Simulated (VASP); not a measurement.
# Sn in VASP: a series of runs, part 2 of 2

VASP 6.6.1. The steps go on from the part before.

## Step 3: Single point, PBE+D3(BJ) (volume scaled by 0.88, then relaxed in part)

Contents of INCAR:

```
PREC     = Accurate       # precision mode
ENCUT    = 520            # plane-wave cutoff, eV
EDIFF    = 1E-6           # SCF threshold, eV
ISMEAR   = 0              # smearing method
SIGMA    = 0.1            # smearing width, eV
LREAL    = False          # projectors in reciprocal space
LASPH    = True           # aspherical terms in the spheres
NELM     = 100            # most SCF steps
ALGO     = Fast           # electronic algorithm
ISIF     = 2              # what is computed and relaxed
LWAVE    = False          # write WAVECAR
LCHARG   = False          # write CHGCAR
GGA      = PE             # functional
IVDW     = 12             # dispersion correction
NBANDS   = 13             # bands
```

Contents of KPOINTS:

```
Automatic mesh
0
Gamma
  16 16 16
```

Contents of POSCAR:

```
Sn
1.0
   -1.7420054875      1.7425777181      1.9342384004
    1.7420054875     -1.7425777181      1.9342384004
    1.7420054875      1.7425777181     -1.9342384004
Sn
1
Direct
    0.0000000000      0.0000000000      0.0000000000
```

Potentials or basis: VASP PAW PBE potentials, release 64 (Sn_d).

Command:

```
cat potpaw_PBE.64/Sn_d/POTCAR > POTCAR
mpirun -np 1 vasp_std > vasp.out
```

OUTCAR:

```text
PREC = Accurate
   ENCUT = 520
   EDIFF = 1E-6
   ISMEAR = 0
   LREAL = False
   LASPH = True
   NELM = 100
   ISIF = 2
   GGA = PE
   IVDW = 12
 IVDW          = 12

 ion  position               nearest neighbor table
   1  0.000  0.000  0.000-

  LATTYP: Found a body centered orthorhombic cell.
 ALAT       =     3.4840109750
 B/A-ratio  =     1.0003284896
 C/A-ratio  =     1.1103514968

  Lattice vectors:

 A1 = (  -1.7420054875,   1.7425777181,   1.9342384004)
 A2 = (   1.7420054875,  -1.7425777181,   1.9342384004)
 A3 = (   1.7420054875,   1.7425777181,  -1.9342384004)

Analysis of symmetry for initial positions (statically):
=====================================================================
 Subroutine PRICEL returns:
 Original cell was already a primitive cell.

 Routine SETGRP: Setting up the symmetry group for a
 body centered orthorhombic supercell.

 Subroutine GETGRP returns: Found  8 space group operations
 (whereof  8 operations were pure point group operations)
 out of a pool of  8 trial point group operations.

The static configuration has the point symmetry D_2h.

Analysis of symmetry for dynamics (positions and initial velocities):
=====================================================================
 Subroutine PRICEL returns:
 Original cell was already a primitive cell.

 Routine SETGRP: Setting up the symmetry group for a
 body centered orthorhombic supercell.

 Subroutine GETGRP returns: Found  8 space group operations
 (whereof  8 operations were pure point group operations)
 out of a pool of  8 trial point group operations.

The dynamic configuration has the point symmetry D_2h.

 Subroutine INISYM returns: Found  8 space group operations
 (whereof  8 operations are pure point group operations),
 and found     1 'primitive' translations
[... 116 lines left out ...]
  Thomas-Fermi vector in A             =   2.502903
   LORBIT       =      0    0 simple, 1 ext, 2 COOP (PROOUT), +10 PAW based schemes
   GGA     = PE    functional components
   LHFCALC =     F    Hartree Fock is set to
   AEXX    =    0.0000 exact exchange contribution
   IVDW    =    12    specifies the selected vdW correction
   LEPSILON=     F    determine dielectric tensor
   LRPA    =     F    only Hartree local field effects (RPA)
 non-spin polarized calculation
 RMM-DIIS sequential band-by-band and
 Gauss-broadening in eV      SIGMA  =   0.10
  energy-cutoff  :      520.00
  volume of cell :       23.49
 maximum number of plane-waves:       656
   NGX = 11   NGY = 11   NGZ = 11

 number of electron      14.0000011 magnetization

 Free energy of the ion-electron system (eV)
  ---------------------------------------------------
  ext. energy  EPLUGINS =         0.00000000
  ---------------------------------------------------
  free energy    TOTEN  =        -3.65025420 eV

  energy without entropy =       -3.64829919  energy(sigma->0) =       -3.64927669

 E-fermi :  10.0097     XC(G=0): -11.0709

 val. band max:       10.0072369493   @ k =  -0.3750   0.4375   0.1875
 cond. band min:      10.0119891687   @ k =   0.5000  -0.3750   0.3125
 fundamental gap:      0.0047522194
 Fermi energy:        10.0097315689

 k-point     1 :       0.0000    0.0000    0.0000
  band No.  band energies     occupation
      1     -11.6978      2.00000
      2     -11.6976      2.00000
      3     -11.6521      2.00000
      4     -11.5201      2.00000
      5     -11.4567      2.00000
      6      -2.2455      2.00000
      7      19.0074      0.00000
      8      19.4300      0.00000
      9      19.4358      0.00000
     10      21.5331      0.00000
     11      23.2400      0.00000
     12      23.2531      0.00000
     13      23.3020      0.00000
[... 354 lines left out ...]
  band No.  band energies     occupation
      1     -11.7005      2.00000
      2     -11.6743      2.00000
      3     -11.6378      2.00000
      4     -11.5179      2.00000
      5     -11.4633      2.00000
      6      -1.9453      2.00000
      7      16.9820      0.00000
      8      18.3064      0.00000
      9      18.4743      0.00000
     10      20.8941      0.00000
     11      21.3313      0.00000
     12      22.9550      0.00000
     13      23.9255      0.00000

 [... further k-points ...]

------------------------ aborting loop because EDIFF is reached ----------------------------------------

 Edisp (eV)   -0.44617

 E8    (eV) :    -0.2139

  FORCE on cell =-STRESS in cart. coord.  units (eV):
  Direction    XX          YY          ZZ          XY          YZ          ZX
  --------------------------------------------------------------------------------------
  -------------------------------------------------------------------------------------
  Total       1.24603     1.24751     1.23778     0.00000     0.00000     0.00000
  in kB      85.00178    85.10241    84.43873     0.00000     0.00000     0.00000
  external pressure =       84.85 kB  Pullay stress =        0.00 kB

 VOLUME and BASIS-vectors are now :
 -----------------------------------------------------------------------------
  energy-cutoff  :      520.00
  volume of cell :       23.49
      direct lattice vectors                 reciprocal lattice vectors
    -1.742005487  1.742577718  1.934238400     0.000000000  0.286931248  0.258499676
     1.742005487 -1.742577718  1.934238400     0.287025502  0.000000000  0.258499676
     1.742005487  1.742577718 -1.934238400     0.287025502  0.286931248  0.000000000

 POSITION                                       TOTAL-FORCE (eV/Angst)
 -----------------------------------------------------------------------------------
      0.00000      0.00000      0.00000         0.000000     -0.000000      0.000000
 -----------------------------------------------------------------------------------
    total drift:                               -0.000000      0.000000      0.000000

  FREE ENERGIE OF THE ION-ELECTRON SYSTEM (eV)
  ---------------------------------------------------
  free  energy   TOTEN  =        -4.0964237765 eV

  energy  without entropy=       -4.0944687693  energy(sigma->0) =       -4.09544627
```

OSZICAR:

```text
N       E                     dE             d eps       ncg     rms          rms(c)
DAV:   1     0.806963183557E+02    0.80696E+02   -0.71362E+03 16706   0.170E+03
DAV:   2     0.163666403220E+01   -0.79060E+02   -0.76426E+02 17281   0.345E+02
DAV:   3    -0.356835632882E+01   -0.52050E+01   -0.51833E+01 19141   0.716E+01
DAV:   4    -0.366740752121E+01   -0.99051E-01   -0.99030E-01 19052   0.104E+01
DAV:   5    -0.367051986355E+01   -0.31123E-02   -0.31123E-02 20682   0.182E+00    0.175E+00
RMM:   6    -0.365607215570E+01    0.14448E-01   -0.95340E-03 20587   0.132E+00    0.100E+00
RMM:   7    -0.365039775869E+01    0.56744E-02   -0.80359E-03 20405   0.110E+00    0.116E-01
RMM:   8    -0.365021822264E+01    0.17954E-03   -0.88367E-04 22737   0.410E-01    0.335E-02
RMM:   9    -0.365025199783E+01   -0.33775E-04   -0.32846E-04 25896   0.163E-01    0.243E-02
RMM:  10    -0.365025275943E+01   -0.76160E-06   -0.36492E-05 21675   0.863E-02    0.851E-03
RMM:  11    -0.365025424722E+01   -0.14878E-05   -0.19236E-05 25364   0.434E-02    0.485E-03
RMM:  12    -0.365025419635E+01    0.50870E-07   -0.20020E-06 14070   0.161E-02
   1 F= -.40964238E+01 E0= -.40954463E+01  d E =-.195501E-02
```

stdout:

```text
POSCAR found type information on POSCAR Sn
 POSCAR found :  1 types and       1 ions
 scaLAPACK will be used
 LDA part: xc-table for (Slater+PW92), standard interpolation
 POSCAR, INCAR and KPOINTS ok, starting setup
 FFT: planning ... GRIDC
 FFT: planning ... GRID_SOFT
 FFT: planning ... GRID
 WAVECAR not read
 entering main loop
WARNING in EDDRMM: call to ZHEGV failed, returncode =   6  3     12
WARNING in EDDRMM: call to ZHEGV failed, returncode =   6  3      9
WARNING in EDDRMM: call to ZHEGV failed, returncode =   8  4     13
WARNING in EDDRMM: call to ZHEGV failed, returncode =   8  4     12
WARNING in EDDRMM: call to ZHEGV failed, returncode =   6  3     12
```

Wall time 86 s (1 thread of Intel Xeon 6975P-C, shared host); peak memory 0.29 GiB.

Results:

| Item | Value |
| --- | --- |
| Free energy | -4.0964 eV |
| Pressure | 8.5 GPa |
| Band gap on the k mesh | zero (band 7 reaches 19.01 eV, above the bottom of band 8 at 7.17 eV) |
| Dispersion energy per atom | -0.446 eV |

Levels at points of the mesh, in eV from the Fermi level:
```csv
k point,band 3,band 4,band 5,band 6,band 7,band 8,band 9,band 10,band 11,band 12
"(0.00, 0.00, 0.00)",-21.66,-21.53,-21.47,-12.26,9.00,9.42,9.43,11.52,13.23,13.24
"(0.50, 0.00, 0.00)",-21.54,-21.48,-21.37,-6.82,-5.34,4.71,6.59,9.45,9.52,13.73
"(0.00, 0.50, 0.00)",-21.54,-21.48,-21.37,-6.82,-5.34,4.70,6.58,9.45,9.51,13.73
"(0.50, 0.50, 0.00)",-21.48,-21.46,-21.35,-6.04,-4.99,3.24,4.65,7.65,7.77,18.29
"(0.50, 0.50, 0.50)",-21.41,-21.38,-21.38,-2.04,-2.00,0.11,0.12,3.76,4.37,19.16
```

Caveat: spin-orbit coupling is left out, which moves the levels of the heavy elements; pairwise dispersion overbinds metals, which lowers pressure and volume.

## Step 4: Single point, PBE+D3(BJ) (volume scaled by 0.91, then relaxed in part)

Contents of INCAR:

```
PREC = Accurate ; ENCUT = 520
EDIFF = 1E-6 ; ISMEAR = 0
SIGMA = 0.1 ; LREAL = F
LASPH = T ; NELM = 100
ALGO = Fast ; ISIF = 2
LWAVE = F ; LCHARG = T
GGA = PE ; IVDW = 12
LELF = T ; LVHAR = T
NBANDS = 13
```

KPOINTS is that of step 3.

Contents of POSCAR:

```
Sn
1.0
   -1.7569575491      1.7573113164      1.9665293042
    1.7569575491     -1.7573113164      1.9665293042
    1.7569575491      1.7573113164     -1.9665293042
Sn
1
Direct
    0.0000000000      0.0000000000      0.0000000000
```

Potentials or basis: VASP PAW PBE potentials, release 64 (Sn_d).

Command:

```
cat potpaw_PBE.64/Sn_d/POTCAR > POTCAR
mpirun -np 1 vasp_std > vasp.out
```

OUTCAR:

```text
PREC = Accurate
   ENCUT = 520
   EDIFF = 1E-6
   ISMEAR = 0
   LREAL = F
   LASPH = T
   NELM = 100
   ISIF = 2
   GGA = PE
   IVDW = 12
 IVDW          = 12

 ion  position               nearest neighbor table
   1  0.000  0.000  0.000-

  LATTYP: Found a body centered orthorhombic cell.
 ALAT       =     3.5139150982
 B/A-ratio  =     1.0002013522
 C/A-ratio  =     1.1192810579

  Lattice vectors:

 A1 = (  -1.7569575491,   1.7573113164,   1.9665293042)
 A2 = (   1.7569575491,  -1.7573113164,   1.9665293042)
[... 567 lines left out ...]

------------------------ aborting loop because EDIFF is reached ----------------------------------------

 Edisp (eV)   -0.43117

 E8    (eV) :    -0.2067

  FORCE on cell =-STRESS in cart. coord.  units (eV):
  Direction    XX          YY          ZZ          XY          YZ          ZX
  --------------------------------------------------------------------------------------
  -------------------------------------------------------------------------------------
  Total       0.85782     0.85808     0.84822     0.00000     0.00000     0.00000
  in kB      56.58924    56.60677    55.95611     0.00000     0.00000     0.00000
  external pressure =       56.38 kB  Pullay stress =        0.00 kB

 VOLUME and BASIS-vectors are now :
 -----------------------------------------------------------------------------
  energy-cutoff  :      520.00
  volume of cell :       24.29
      direct lattice vectors                 reciprocal lattice vectors
    -1.756957549  1.757311316  1.966529304     0.000000000  0.284525568  0.254255047
     1.756957549 -1.757311316  1.966529304     0.284582858  0.000000000  0.254255047
     1.756957549  1.757311316 -1.966529304     0.284582858  0.284525568  0.000000000

 POSITION                                       TOTAL-FORCE (eV/Angst)
 -----------------------------------------------------------------------------------
      0.00000      0.00000      0.00000         0.000000     -0.000000      0.000000
 -----------------------------------------------------------------------------------
    total drift:                                0.000000      0.000000      0.000000

  FREE ENERGIE OF THE ION-ELECTRON SYSTEM (eV)
  ---------------------------------------------------
  free  energy   TOTEN  =        -4.1317848517 eV

  energy  without entropy=       -4.1298570187  energy(sigma->0) =       -4.13082094
```

It took 1.9 min on 1 thread of Intel Xeon 6975P-C, shared host; peak memory 0.3 GiB.

What came out:

```
Free energy                : -4.1318 eV
Pressure                   : 5.6 GPa
Band gap on the k mesh     : zero (band 7 reaches 18.21 eV, above the bottom of band 8 at 6.84 eV)
Dispersion energy per atom : -0.431 eV
```

Levels at points of the mesh, in eV from the Fermi level:
```csv
k point,band 4,band 5,band 6,band 7,band 8,band 9,band 10,band 11
"(0.00, 0.00, 0.00)",-21.52,-21.46,-11.98,8.65,9.06,9.07,11.43,12.93
"(0.50, 0.00, 0.00)",-21.47,-21.37,-6.79,-5.16,4.61,6.50,9.33,9.36
"(0.00, 0.50, 0.00)",-21.47,-21.37,-6.79,-5.15,4.60,6.49,9.32,9.35
"(0.50, 0.50, 0.00)",-21.45,-21.35,-5.99,-4.80,3.10,4.47,7.47,7.50
"(0.50, 0.50, 0.50)",-21.38,-21.38,-2.25,-2.05,0.19,0.19,3.77,4.40
```

Caveat: spin-orbit coupling is left out, which moves the levels of the heavy elements; pairwise dispersion overbinds metals, which lowers pressure and volume.

## Step 5: Single point, PBE+D3(BJ) (volume scaled by 0.94, then relaxed in part)

Contents of INCAR:

```
SYSTEM = Sn
PREC = Accurate ; ENCUT = 520
EDIFF = 1E-6 ; ISMEAR = 0
SIGMA = 0.1 ; LREAL = .False.
LASPH = .True. ; NELM = 80
ALGO = Fast ; ISIF = 2
LWAVE = .False. ; LCHARG = .True.
GGA = PE ; IVDW = 12
LELF = .True. ; LVHAR = .True.
NBANDS = 13
```

Contents of KPOINTS:

```
Automatic mesh
0
Gamma
  16 16 16
  0 0 0
```

Contents of POSCAR:

```
Sn
1.0
   -1.7760564100      1.7764140230      1.9879062975
    1.7760564100     -1.7764140230      1.9879062975
    1.7760564100      1.7764140230     -1.9879062975
Sn
1
Direct
    0.0000000000      0.0000000000      0.0000000000
```

Command:

```
cat potpaw_PBE.64/Sn_d/POTCAR > POTCAR
mpirun -np 1 vasp_std > vasp.out
```

It took 98 s on 1 thread of Intel Xeon 6975P-C, shared host; peak memory 0.3 GiB.

It converged, with:

| Quantity | Value |
| --- | --- |
| Free energy | -4.1540 eV |
| Pressure | 3.2 GPa |
| Band gap on the k mesh | zero (band 7 reaches 17.48 eV, above the bottom of band 8 at 6.51 eV) |
| Dispersion energy per atom | -0.417 eV |

Levels at points of the mesh, in eV from the Fermi level:
```csv
k point,band 5,band 6,band 7,band 8,band 9,band 10
"(0.00, 0.00, 0.00)",-21.45,-11.73,8.35,8.74,8.74,11.39
"(0.50, 0.00, 0.00)",-21.38,-6.75,-4.98,4.46,6.36,9.10
"(0.00, 0.50, 0.00)",-21.38,-6.74,-4.97,4.46,6.36,9.09
"(0.50, 0.50, 0.00)",-21.36,-5.98,-4.63,3.01,4.39,7.32
"(0.50, 0.50, 0.50)",-21.38,-2.43,-1.97,0.20,0.21,3.75
```

Caveat: spin-orbit coupling is left out, which moves the levels of the heavy elements; pairwise dispersion overbinds metals, which lowers pressure and volume.

## Step 6: Single point, PBE+D3(BJ) (volume scaled by 0.97, then relaxed in part)

Contents of INCAR:

```
  PREC = Accurate
  ENCUT = 520
  EDIFF = 1E-7
  ISMEAR = 0
  SIGMA = 0.1
  LREAL = False
  LASPH = True
  NELM = 60
  ALGO = Fast
  ISIF = 2
  LWAVE = False
  LCHARG = False
  GGA = PE
  IVDW = 12
  NBANDS = 13
```

Contents of KPOINTS:

```
regular mesh
0
Gamma
  16 16 16
```

Contents of POSCAR:

```
Sn
1.0
   -1.7366840635      1.7368891188      2.1455953783
    1.7366840635     -1.7368891188      2.1455953783
    1.7366840635      1.7368891188     -2.1455953783
Sn
1
Direct
    0.0000000000      0.0000000000      0.0000000000
```

Potentials or basis: VASP PAW PBE potentials, release 64 (Sn_d).

Command:

```
cat potpaw_PBE.64/Sn_d/POTCAR > POTCAR
mpirun -np 1 vasp_std > vasp.out
```

It took 89 s on 1 thread of Intel Xeon 6975P-C, shared host; peak memory 0.31 GiB.

Results (log left out):

```yaml
Free_energy: -4.1670 eV
Pressure: 1.7 GPa
Band_gap_on_the_k_mesh: zero (band 7 reaches 16.72 eV, above the bottom of band 8 at 6.35 eV)
Dispersion_energy_per_atom: -0.404 eV
```

Stress tensor (GPa, compression positive):
```
1.70 0.00 0.00
0.00 1.70 0.00
0.00 0.00 1.58
```

Levels at points of the mesh, in eV from the Fermi level:
```
           k point  band 5  band 6  band 7  band 8  band 9  band 10
(0.00, 0.00, 0.00)  -21.42  -11.45    8.03    8.32    8.32    10.92
(0.50, 0.00, 0.00)  -21.35   -6.78   -4.83    5.02    6.62     9.63
(0.00, 0.50, 0.00)  -21.35   -6.77   -4.83    5.01    6.62     9.63
(0.50, 0.50, 0.00)  -21.32   -5.46   -4.19    2.49    3.35     6.42
(0.50, 0.50, 0.50)  -21.34   -3.39   -2.80    1.01    1.01     4.35
```

Caveat: spin-orbit coupling is left out, which moves the levels of the heavy elements; pairwise dispersion overbinds metals, which lowers pressure and volume.

## Step 7: Overview

```csv
cell,further INCAR settings,gap on the mesh (eV),pressure (GPa)
"a = 3.295 Å, angles 115.7, 115.6, 97.7°, 1 atom",ALGO = Fast; EDIFF = 1e-06; NBANDS = 13,none,0.0
"a = 3.132 Å, angles 112.4, 112.4, 103.7°, 1 atom",ALGO = Fast; EDIFF = 1e-06; NBANDS = 13,none,8.5
"a = 3.169 Å, angles 112.7, 112.6, 103.3°, 1 atom",ALGO = Fast; EDIFF = 1e-06; NBANDS = 13,none,5.6
"a = 3.203 Å, angles 112.7, 112.6, 103.3°, 1 atom",ALGO = Fast; EDIFF = 1e-06; NBANDS = 13,none,3.2
"a = 3.261 Å, angles 115.7, 115.6, 97.7°, 1 atom",ALGO = Fast; EDIFF = 1e-07; NBANDS = 13,none,1.7
```

Alike in all rows: task single point; level PBE+D3(BJ); potentials or basis VASP PAW PBE potentials, release 64 (Sn_d); no spin polarisation; k mesh 16 × 16 × 16; cutoff (eV) 520; smearing gaussian 0.1 eV.

Caveats: spin-orbit coupling is left out, which moves the levels of the heavy elements; pairwise dispersion overbinds metals, which lowers pressure and volume.

Absolute energies hang on the potentials; compare differences alone.
